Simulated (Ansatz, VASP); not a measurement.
Two plane-wave programs on LiH

Contents of INCAR:

```
SYSTEM = LiH
PREC = Accurate ; ENCUT = 600
EDIFF = 1E-6 ; ISMEAR = 0
SIGMA = 0.02 ; LREAL = .False.
LASPH = .True. ; NELM = 100
ALGO = Normal ; ISIF = 3
LWAVE = .False. ; LCHARG = .False.
GGA = PE ; IBRION = 2
NSW = 100 ; EDIFFG = -0.01
```

Contents of KPOINTS:

```
Automatic mesh
0
Gamma
  10 10 10
  0 0 0
```

Contents of POSCAR:

```
LiH
1.0
    0.0000000000      2.0086193919      2.0086193919
    2.0086193919      0.0000000000      2.0086193919
    2.0086193919      2.0086193919      0.0000000000
Li H
1 1
Direct
    0.0000000000      0.0000000000      0.0000000000
    0.5000000000      0.5000000000      0.5000000000
```

Input for Ansatz:

```yaml
crystal:
  lattice:
    - [0.0, 2.0086193919, 2.0086193919]
    - [2.0086193919, 0.0, 2.0086193919]
    - [2.0086193919, 2.0086193919, 0.0]
  atoms:
    - { symbol: Li, position: [0.0, 0.0, 0.0] }
    - { symbol: H, position: [0.5, 0.5, 0.5] }
basis:
  ecutwfc: 420
kpoints:
  mp_grid: { grid: [10, 10, 10] }
hamiltonian:
  xc: pbe
scf:
  occupations: { method: gaussian, width: 0.02 }
output:
  forces: true
  stress: true
  eigenvalues: true
relax:
  adjacent_minimum: "off"
  f_tol: 0.01
  max_steps: 80
  cell: { stress_tol: 0.05 }
```

Alike in both runs: task relaxation of cell and atoms; functional PBE; k mesh 10 × 10 × 10; occupations gaussian, width 0.02 eV; no spin polarisation.

```csv
,VASP,Ansatz
version,VASP 6.6.1,Ansatz 0.2.0
potentials or method,"VASP PAW PBE potentials, release 64 (Li_sv, H), cutoff 600 eV","scalar-relativistic, plane waves, PAW"
valence electrons in the cell,4,4
```

```tsv
	VASP	Ansatz	Ansatz less VASP
gap on the k mesh at the Fermi level, each at its own relaxed structure (eV)	2.97	2.98	+0.011
relaxed volume (Å³/atom)	7.99	8.04	+0.051
relaxed cell length with the largest relative difference (Å)	2.827	2.833	+0.0060
```

Noted on VASP's run: the cutoff is short for stress, so the pressure is rough.
